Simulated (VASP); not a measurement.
# Ru (P6_3/mmc) in VASP: notebook

Ru is run at these levels: PBE; tasks: relaxation of cell and atoms.

All numbers are computed with VASP 6.6.1; they aren't measurements. Logs are shortened: lines on timing, memory, paths and dates and some standing lists are left out, and cuts for length are marked.

### Step 1. The cell of the first run

The structure is hexagonal, space group P6_3/mmc (No. 194). The conventional cell has a = 2.680 Å, b = 2.680 Å, c = 4.376 Å, α = 90.00°, β = 90.00°, γ = 120.00°. Ru (site symmetry -6m2) has 12 Ru at 2.68 Å within 3.5 Å.

### Step 2. Relaxation of cell and atoms, PBE

File INCAR:

```
PREC     = Accurate       # precision mode
ENCUT    = 600            # plane-wave cutoff, eV
EDIFF    = 1E-6           # SCF threshold, eV
ISMEAR   = -1             # smearing method
SIGMA    = 0.05           # smearing width, eV
LREAL    = False          # projectors in reciprocal space
LASPH    = True           # aspherical terms in the spheres
NELM     = 100            # most SCF steps
ALGO     = Normal         # electronic algorithm
ISIF     = 3              # what is computed and relaxed
LWAVE    = False          # write WAVECAR
LCHARG   = False          # write CHGCAR
GGA      = PE             # functional
IBRION   = 2              # ionic algorithm
NSW      = 80             # ionic steps
EDIFFG   = -0.01          # ionic threshold
```

File KPOINTS:

```
Automatic mesh
0
Gamma
  17 17 9
```

File POSCAR:

```
Ru
1.0
    2.6800000000      0.0000000000      0.0000000000
   -1.3400000000      2.3209480821      0.0000000000
    0.0000000000      0.0000000000      4.3764400000
Ru
2
Direct
    0.3333333333      0.6666666667      0.2500000000
    0.6666666667      0.3333333333      0.7500000000
```

Potentials or basis: VASP PAW PBE potentials, release 64 (Ru_pv).

Command:

```console
> cat potpaw_PBE.64/Ru_pv/POTCAR > POTCAR
> mpirun -np 1 vasp_std > vasp.out
```

OUTCAR:

```text
PREC = Accurate
   ENCUT = 600
   EDIFF = 1E-6
   ISMEAR = -1
   LREAL = False
   LASPH = True
   NELM = 100
   ISIF = 3
   GGA = PE
   IBRION = 2
   NSW = 80
   EDIFFG = -0.01

 ion  position               nearest neighbor table
   1  0.333  0.667  0.250-   2 2.68   2 2.68   2 2.68   2 2.68   2 2.68   2 2.68
   2  0.667  0.333  0.750-   1 2.68   1 2.68   1 2.68   1 2.68   1 2.68   1 2.68

  LATTYP: Found a hexagonal cell.
 ALAT       =     2.6800000000
 C/A-ratio  =     1.6330000000

  Lattice vectors:

 A1 = (   2.6800000000,   0.0000000000,   0.0000000000)
 A2 = (  -1.3400000000,   2.3209480821,   0.0000000000)
 A3 = (   0.0000000000,   0.0000000000,   4.3764400000)

Analysis of symmetry for initial positions (statically):
=====================================================================
 Subroutine PRICEL returns:
 Original cell was already a primitive cell.

 Routine SETGRP: Setting up the symmetry group for a
 hexagonal supercell.

 Subroutine GETGRP returns: Found 24 space group operations
 (whereof 12 operations were pure point group operations)
 out of a pool of 24 trial point group operations.

The static configuration has the point symmetry D_3d.
 The point group associated with its full space group is D_6h.

Analysis of symmetry for dynamics (positions and initial velocities):
=====================================================================
 Subroutine PRICEL returns:
 Original cell was already a primitive cell.

 Routine SETGRP: Setting up the symmetry group for a
 hexagonal supercell.

 Subroutine GETGRP returns: Found 24 space group operations
 (whereof 12 operations were pure point group operations)
 out of a pool of 24 trial point group operations.

The dynamic configuration has the point symmetry D_3d.
 The point group associated with its full space group is D_6h.

 Subroutine INISYM returns: Found 24 space group operations
 (whereof 12 operations are pure point group operations),
 and found     1 'primitive' translations

----------------------------------------------------------------------------------------

                                     Primitive cell

  volume of cell :      27.2221

  direct lattice vectors                    reciprocal lattice vectors
     2.680000000  0.000000000  0.000000000     0.373134328  0.215429205  0.000000000
    -1.340000000  2.320948082  0.000000000     0.000000000  0.430858410  0.000000000
[... 94 lines left out ...]
   TEBEG  =    0.0;   TEEND  =   0.0 temperature during run
   PSTRESS=    0.0 pullay stress
   NELECT =      28.0000    total number of electrons
   NUPDOWN=      -1.0000    fix difference up-down
   EMIN   =  10.00;   EMAX   =-10.00  energy-range for DOS
   EFERMI =   0.00;   METHOD = LEGACY
   ISMEAR =    -1;   SIGMA  =   0.05  broadening in eV -4-tet -1-fermi 0-gaus
   EFERMI_NEDOS =   21; number of points for ismear=-14 and -15
   IALGO  =     38    algorithm
   IMIX   =      4    mixing-type and parameters
     AMIX     =   0.40;   BMIX     =  1.00
     AMIX_MAG =   1.60;   BMIX_MAG =  1.00
  volume/ion in A,a.u.               =      13.61        91.85
  Fermi-wavevector in a.u.,A,eV,Ry     =   1.652547  3.122861 37.156300  2.730911
  Thomas-Fermi vector in A             =   2.741137
   LORBIT       =      0    0 simple, 1 ext, 2 COOP (PROOUT), +10 PAW based schemes
   GGA     = PE    functional components
   LHFCALC =     F    Hartree Fock is set to
   AEXX    =    0.0000 exact exchange contribution
   IVDW    =     0    specifies the selected vdW correction
   LEPSILON=     F    determine dielectric tensor
   LRPA    =     F    only Hartree local field effects (RPA)
 conjugate gradient relaxation of ions
 non-spin polarized calculation
  energy-cutoff  :      600.00
  volume of cell :       27.22
 maximum number of plane-waves:       927
 NGX is ok and might be reduce to    24
   NGX = 11   NGY = 11   NGZ = 17

--------------------------------------- Ionic step        1  -------------------------------------------

 number of electron      28.0000001 magnetization

 Free energy of the ion-electron system (eV)
  ---------------------------------------------------
  ext. energy  EPLUGINS =         0.00000000
  ---------------------------------------------------
  free energy    TOTEN  =       -18.43717188 eV

  energy without entropy =      -18.42148975  energy(sigma->0) =      -18.42933082

------------------------ aborting loop because EDIFF is reached ----------------------------------------

  FORCE on cell =-STRESS in cart. coord.  units (eV):
  Direction    XX          YY          ZZ          XY          YZ          ZX
  --------------------------------------------------------------------------------------
  -------------------------------------------------------------------------------------
  Total        1.5334644      1.5334644     -1.2440576      0.0000000     -0.0000000      0.0000000
  in kB       90.2532978     90.2532978    -73.2200253      0.0000000     -0.0000000      0.0000000
  external PRESSURE =      35.7621901 kB  Pullay stress =       0.0000000 kB
[... 239 lines left out ...]
--------------------------------------- Ionic step        8  -------------------------------------------

 number of electron      28.0000004 magnetization

 Free energy of the ion-electron system (eV)
  ---------------------------------------------------
  ext. energy  EPLUGINS =         0.00000000
  ---------------------------------------------------
  free energy    TOTEN  =       -18.47274271 eV

  energy without entropy =      -18.45734157  energy(sigma->0) =      -18.46504214

 E-fermi :  12.6056     XC(G=0): -14.0364

 val. band max:       12.6055213505   @ k =   0.2941   0.0000   0.1111
 cond. band min:      12.6137440161   @ k =   0.4118   0.0000   0.2222
 fundamental gap:      0.0082226656
 Fermi energy:        12.6056283959

 k-point     1 :       0.0000    0.0000    0.0000
  band No.  band energies     occupation
      1     -31.0116      2.00000
      2     -30.1230      2.00000
      3     -30.1230      2.00000
      4     -29.9564      2.00000
      5     -29.9564      2.00000
      6     -29.9095      2.00000
[... 481 lines left out ...]
      5     -30.0908      2.00000
      6     -30.0537      2.00000
[... 10 lines left out ...]
     17      14.1745      0.00000
     18      21.4692      0.00000

 [... further k-points ...]

------------------------ aborting loop because EDIFF is reached ----------------------------------------

  FORCE on cell =-STRESS in cart. coord.  units (eV):
  Direction    XX          YY          ZZ          XY          YZ          ZX
  --------------------------------------------------------------------------------------
  -------------------------------------------------------------------------------------
  Total        0.0107052      0.0107052      0.0080168      0.0000000     -0.0000000      0.0000000
  in kB        0.6231707      0.6231707      0.4666696      0.0000000     -0.0000000      0.0000000
  external PRESSURE =       0.5710037 kB  Pullay stress =       0.0000000 kB
[... 17 lines left out ...]
  FREE ENERGIE OF THE ION-ELECTRON SYSTEM (eV)
  ---------------------------------------------------
  free  energy   TOTEN  =       -18.4727427096 eV

  energy  without entropy=      -18.4573415673  energy(sigma->0) =      -18.46504214

 reached required accuracy - stopping structural energy minimisation
```

OSZICAR:

```text
N       E                     dE             d eps       ncg     rms          rms(c)
DAV:   1     0.310113494907E+03    0.31011E+03   -0.19539E+04  5940   0.192E+03
DAV:   2    -0.122823690653E+02   -0.32240E+03   -0.31623E+03  6304   0.524E+02
DAV:   3    -0.197095249194E+02   -0.74272E+01   -0.71827E+01  6260   0.841E+01
[... 63 lines left out ...]
       N       E                     dE             d eps       ncg     rms          rms(c)
DAV:   1    -0.184727730409E+02   -0.34357E-04   -0.88843E-04  6020   0.299E-01    0.386E-02
DAV:   2    -0.184727464804E+02    0.26561E-04   -0.61539E-05  5990   0.815E-02    0.113E-02
DAV:   3    -0.184727432514E+02    0.32290E-05   -0.81392E-06  6222   0.235E-02    0.413E-03
DAV:   4    -0.184727427096E+02    0.54180E-06   -0.63939E-07  2978   0.700E-03
   8 F= -.18472743E+02 E0= -.18465042E+02  d E =-.143449E-04
```

CONTCAR:

```text
Ru
   1.00000000000000
     2.7217983611331444    0.0000000000000000   -0.0000000000000000
    -1.3608991805665722    2.3571465246758896   -0.0000000000000000
     0.0000000000000000   -0.0000000000000000    4.2900044992149606
  Ru
     2
Direct
     0.3333333332999970    0.6666666667000030    0.2500000000000000
     0.6666666667000030    0.3333333332999970    0.7500000000000000

  0.00000000E+00  0.00000000E+00  0.00000000E+00
  0.00000000E+00  0.00000000E+00  0.00000000E+00
```

Wall time 3.6 min (1 thread of Intel Xeon 6975P-C (Granite Rapids), shared host); peak memory 0.22 GiB.

What came out:

```yaml
Free_energy: -18.4727 eV
Relaxed_volume: 13.76 Å³/atom
Relaxed_cell: a = 2.722 Å, b = 2.722 Å, c = 4.290 Å, α = 90.00°, β = 90.00°, γ = 120.00°
Space_group_after_relaxing_to_0.05_Å: P6_3/mmc (No. 194)
Energy_gained_by_relaxing: 17.8 meV/atom
Ionic_steps: 8
Pressure_after_relaxing: 0.1 GPa
Band_gap_on_the_k_mesh: zero (band 14 reaches 14.09 eV, above the bottom of band 15 at 11.01 eV)
```

Step by step:
| step | energy change (eV) | largest force (eV/Å) | pressure (GPa) | volume (Å³) |
| --- | --- | --- | --- | --- |
| 1 | 0.0000 | 0.0000 | 3.58 | 27.22 |
| 2 | 0.0101 | 0.0000 | -8.31 | 28.39 |
| 3 | -0.0329 | 0.0000 | -2.68 | 27.76 |
| 4 | -0.0241 | 0.0000 | 5.55 | 27.08 |
| 5 | -0.0356 | 0.0000 | -0.15 | 27.54 |
| 6 | -0.0356 | 0.0000 | -0.10 | 27.54 |
| 7 | -0.0356 | 0.0000 | 0.13 | 27.52 |
| 8 | -0.0356 | 0.0000 | 0.06 | 27.52 |

Final structure:
```
CELL_PARAMETERS angstrom
2.72180 0.00000 0.00000
-1.36090 2.35715 0.00000
0.00000 0.00000 4.29000
ATOMIC_POSITIONS crystal
Ru 0.33333 0.66667 0.25000
Ru 0.66667 0.33333 0.75000
```

### Step 3. Relaxation of cell and atoms, PBE

This run uses another cell than the first one, of 13.77 Å³/atom, 1.012 times its volume.

File INCAR:

```
SYSTEM = Ru
PREC = Accurate
ENCUT = 600
EDIFF = 1E-6
ISMEAR = -1
SIGMA = 0.05
LREAL = .FALSE.
LASPH = .TRUE.
NELM = 100
ALGO = Normal
ISIF = 3
LWAVE = .FALSE.
LCHARG = .FALSE.
GGA = PE
IBRION = 2
NSW = 80
EDIFFG = -0.01
```

File KPOINTS:

```
regular mesh
0
G
  17 17 10
  0 0 0
```

File POSCAR:

```
Ru
1.0
    2.7223671886      0.0000000000      0.0000000000
   -1.3611835943      2.3576391437      0.0000000000
    0.0000000000      0.0000000000      4.2904071792
Ru
2
Direct
    0.3333333333      0.6666666667      0.2500000000
    0.6666666667      0.3333333333      0.7500000000
```

Potentials or basis: VASP PAW PBE potentials, release 64 (Ru_pv).

Command:

```console
> cat potpaw_PBE.64/Ru_pv/POTCAR > POTCAR
> mpirun -np 1 vasp_std > vasp.out
```

OUTCAR:

```text
SYSTEM = Ru
   PREC = Accurate
   ENCUT = 600
   EDIFF = 1E-6
   ISMEAR = -1
   LREAL = .FALSE.
   LASPH = .TRUE.
   NELM = 100
   ISIF = 3
   GGA = PE
   IBRION = 2
   NSW = 80
   EDIFFG = -0.01

 ion  position               nearest neighbor table
   1  0.333  0.667  0.250-   2 2.66   2 2.66   2 2.66   2 2.66   2 2.66   2 2.66
   2  0.667  0.333  0.750-   1 2.66   1 2.66   1 2.66   1 2.66   1 2.66   1 2.66

  LATTYP: Found a hexagonal cell.
 ALAT       =     2.7223671886
 C/A-ratio  =     1.5759840176

  Lattice vectors:

 A1 = (   2.7223671886,   0.0000000000,   0.0000000000)
 A2 = (  -1.3611835943,   2.3576391437,   0.0000000000)
 A3 = (   0.0000000000,   0.0000000000,   4.2904071792)

Analysis of symmetry for initial positions (statically):
=====================================================================
 Subroutine PRICEL returns:
 Original cell was already a primitive cell.

 Routine SETGRP: Setting up the symmetry group for a
 hexagonal supercell.

 Subroutine GETGRP returns: Found 24 space group operations
 (whereof 12 operations were pure point group operations)
 out of a pool of 24 trial point group operations.

The static configuration has the point symmetry D_3d.
 The point group associated with its full space group is D_6h.

Analysis of symmetry for dynamics (positions and initial velocities):
=====================================================================
 Subroutine PRICEL returns:
 Original cell was already a primitive cell.

 Routine SETGRP: Setting up the symmetry group for a
 hexagonal supercell.

 Subroutine GETGRP returns: Found 24 space group operations
 (whereof 12 operations were pure point group operations)
 out of a pool of 24 trial point group operations.

The dynamic configuration has the point symmetry D_3d.
 The point group associated with its full space group is D_6h.

 Subroutine INISYM returns: Found 24 space group operations
 (whereof 12 operations are pure point group operations),
[... 123 lines left out ...]
   AEXX    =    0.0000 exact exchange contribution
   IVDW    =     0    specifies the selected vdW correction
   LEPSILON=     F    determine dielectric tensor
   LRPA    =     F    only Hartree local field effects (RPA)
 conjugate gradient relaxation of ions
 non-spin polarized calculation
  energy-cutoff  :      600.00
  volume of cell :       27.54
 maximum number of plane-waves:       954
 NGX is ok and might be reduce to    24
   NGX = 11   NGY = 11   NGZ = 17

--------------------------------------- Ionic step        1  -------------------------------------------

 number of electron      28.0000004 magnetization

 Free energy of the ion-electron system (eV)
  ---------------------------------------------------
  ext. energy  EPLUGINS =         0.00000000
  ---------------------------------------------------
  free energy    TOTEN  =       -18.47098801 eV

  energy without entropy =      -18.45349235  energy(sigma->0) =      -18.46224018

------------------------ aborting loop because EDIFF is reached ----------------------------------------

  FORCE on cell =-STRESS in cart. coord.  units (eV):
  Direction    XX          YY          ZZ          XY          YZ          ZX
  --------------------------------------------------------------------------------------
  -------------------------------------------------------------------------------------
  Total       -0.0524985     -0.0524985      0.0646884     -0.0000000      0.0000000      0.0000000
  in kB       -3.0544659     -3.0544659      3.7636947     -0.0000000      0.0000000      0.0000000
  external PRESSURE =      -0.7817457 kB  Pullay stress =       0.0000000 kB
[... 59 lines left out ...]
--------------------------------------- Ionic step        3  -------------------------------------------

 number of electron      28.0000004 magnetization

 Free energy of the ion-electron system (eV)
  ---------------------------------------------------
  ext. energy  EPLUGINS =         0.00000000
  ---------------------------------------------------
  free energy    TOTEN  =       -18.47105321 eV

  energy without entropy =      -18.45362037  energy(sigma->0) =      -18.46233679

 E-fermi :  12.6113     XC(G=0): -14.0365

 val. band max:       12.6092711463   @ k =   0.1176   0.0588   0.4000
 cond. band min:      12.6126884275   @ k =   0.2353   0.0588   0.3000
 fundamental gap:      0.0034172813
 Fermi energy:        12.6112787629

 k-point     1 :       0.0000    0.0000    0.0000
  band No.  band energies     occupation
      1     -31.0080      2.00000
      2     -30.1198      2.00000
      3     -30.1198      2.00000
      4     -29.9546      2.00000
      5     -29.9546      2.00000
      6     -29.9089      2.00000
[... 481 lines left out ...]
      5     -30.0899      2.00000
      6     -30.0522      2.00000
[... 10 lines left out ...]
     17      14.1698      0.00000
     18      21.4593      0.00000

 [... further k-points ...]

------------------------ aborting loop because EDIFF is reached ----------------------------------------

  FORCE on cell =-STRESS in cart. coord.  units (eV):
  Direction    XX          YY          ZZ          XY          YZ          ZX
  --------------------------------------------------------------------------------------
  -------------------------------------------------------------------------------------
  Total        0.0009678      0.0009678      0.0117939      0.0000000      0.0000000     -0.0000000
  in kB        0.0563391      0.0563391      0.6865570      0.0000000      0.0000000     -0.0000000
  external PRESSURE =       0.2664117 kB  Pullay stress =       0.0000000 kB
[... 17 lines left out ...]
  FREE ENERGIE OF THE ION-ELECTRON SYSTEM (eV)
  ---------------------------------------------------
  free  energy   TOTEN  =       -18.4710532088 eV

  energy  without entropy=      -18.4536203704  energy(sigma->0) =      -18.46233679

 reached required accuracy - stopping structural energy minimisation
```

CONTCAR:

```text
Ru
   1.00000000000000
     2.7204898824176675    0.0000000000000000    0.0000000000000000
    -1.3602449412088338    2.3560133488555364    0.0000000000000000
    -0.0000000000000000    0.0000000000000000    4.2940527541042384
  Ru
     2
Direct
     0.3333333332999970    0.6666666667000030    0.2500000000000000
     0.6666666667000030    0.3333333332999970    0.7500000000000000

  0.00000000E+00  0.00000000E+00  0.00000000E+00
  0.00000000E+00  0.00000000E+00  0.00000000E+00
```

It took 1.8 min on 1 thread of Intel Xeon 6975P-C (Granite Rapids), shared host; peak memory 0.22 GiB.

What came out:

| Property | Result |
| --- | --- |
| Free energy | -18.4711 eV |
| Relaxed volume | 13.76 Å³/atom |
| Relaxed cell | a = 2.720 Å, b = 2.720 Å, c = 4.294 Å, α = 90.00°, β = 90.00°, γ = 120.00° |
| Space group after relaxing (to 0.05 Å) | P6_3/mmc (No. 194) |
| Energy gained by relaxing | 0.0 meV/atom |
| Ionic steps | 3 |
| Pressure after relaxing | 0.0 GPa |
| Band gap on the k mesh | zero (band 14 reaches 14.00 eV, above the bottom of band 15 at 11.01 eV) |

Final structure:
```
Ru
1.0
     2.72049    0.00000    0.00000
    -1.36024    2.35601    0.00000
     0.00000    0.00000    4.29405
Ru
2
Direct
  0.33333 0.66667 0.25000
  0.66667 0.33333 0.75000
```

Levels at points of the mesh, in eV from the Fermi level:
| k point | band 11 | band 12 | band 13 | band 14 | band 15 | band 16 | band 17 | band 18 |
| --- | --- | --- | --- | --- | --- | --- | --- | --- |
| (0.00, 0.00, 0.00) | -2.37 | -1.89 | -1.89 | -1.40 | -1.40 | 1.14 | 1.14 | 1.29 |
| (0.00, 0.00, 0.50) | -2.73 | -2.73 | -2.67 | -2.67 | 0.51 | 0.51 | 0.51 | 0.51 |
